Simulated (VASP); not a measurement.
WCl2F4:

```
W Cl F
1.0
     6.00000    0.00000    0.00000
     0.00000    6.00000    0.00000
     0.00000    0.00000    6.42000
W Cl F
2 4 8
Direct
  0.50000 0.50000 0.50000
  0.00000 0.00000 0.00000
  0.23250 0.76750 0.50000
  0.76750 0.23250 0.50000
  0.26750 0.26750 0.00000
  0.73250 0.73250 0.00000
  0.50000 0.50000 0.78800
  0.50000 0.50000 0.21200
  0.71800 0.71800 0.50000
  0.28200 0.28200 0.50000
  0.00000 0.00000 0.71200
  0.00000 0.00000 0.28800
  0.21800 0.78200 0.00000
  0.78200 0.21800 0.00000
```

| Item | Value |
| --- | --- |
| Program | VASP 6.6.1 |
| Task | relaxation of cell and atoms |
| Functional | PBE |
| Potentials or basis | VASP PAW PBE potentials, release 64 (W_sv, Cl, F) |
| Cutoff | 600 eV |
| k mesh | 2 × 2 × 2 |
| Occupations | gaussian, width 0.15 eV |
| Spin | no spin polarisation |

At the start: pressure 12.5 GPa; volume 16.51 Å³/atom.

Task: How do energy, volume and symmetry change on relaxing?

Result: Over 11 steps the energy falls by 226.6 meV/atom and the volume is 23.91 Å³/atom (+44.9 %); space group P4_2/mnm (No. 136, to 0.1 Å) before and after.

Step by step:
| step | energy change (eV) | largest force (eV/Å) | pressure (GPa) | volume (Å³) |
| --- | --- | --- | --- | --- |
| 1 | 0.0000 | 1.9893 | 12.47 | 231.12 |
| 2 | -1.1282 | 2.7107 | -5.80 | 276.79 |
| 3 | -1.3536 | 2.0821 | -1.66 | 261.66 |
| 4 | -2.4641 | 0.8432 | 3.63 | 278.07 |
| 5 | -2.4756 | 1.1496 | 4.40 | 280.01 |
| 6 | -3.0588 | 0.6580 | 0.04 | 314.27 |
| 7 | -3.1195 | 0.6311 | -1.53 | 331.41 |
| 8 | -3.0502 | 1.1966 | 2.23 | 342.25 |
| 9 | -3.1709 | 0.0943 | -0.06 | 335.77 |
| 10 | -3.1709 | 0.0984 | -0.09 | 335.69 |
| 11 | -3.1718 | 0.0191 | 0.10 | 334.80 |

Final structure:
```
W Cl F
1.0
     6.74434    0.00000    0.00000
     0.00000    6.74434    0.00000
     0.00000    0.00000    7.36050
W Cl F
2 4 8
Direct
  0.50000 0.50000 0.50000
  0.00000 0.00000 0.00000
  0.26143 0.73857 0.50000
  0.73857 0.26143 0.50000
  0.23857 0.23857 0.00000
  0.76143 0.76143 0.00000
  0.50000 0.50000 0.75435
  0.50000 0.50000 0.24565
  0.69667 0.69667 0.50000
  0.30333 0.30333 0.50000
  0.00000 0.00000 0.74565
  0.00000 0.00000 0.25435
  0.19667 0.80333 0.00000
  0.80333 0.19667 0.00000
```

Caveat: the k points lie up to 0.47 Å⁻¹ apart in the final cell; the volume moved by over 15 % at a fixed basis, so the end points are rough.
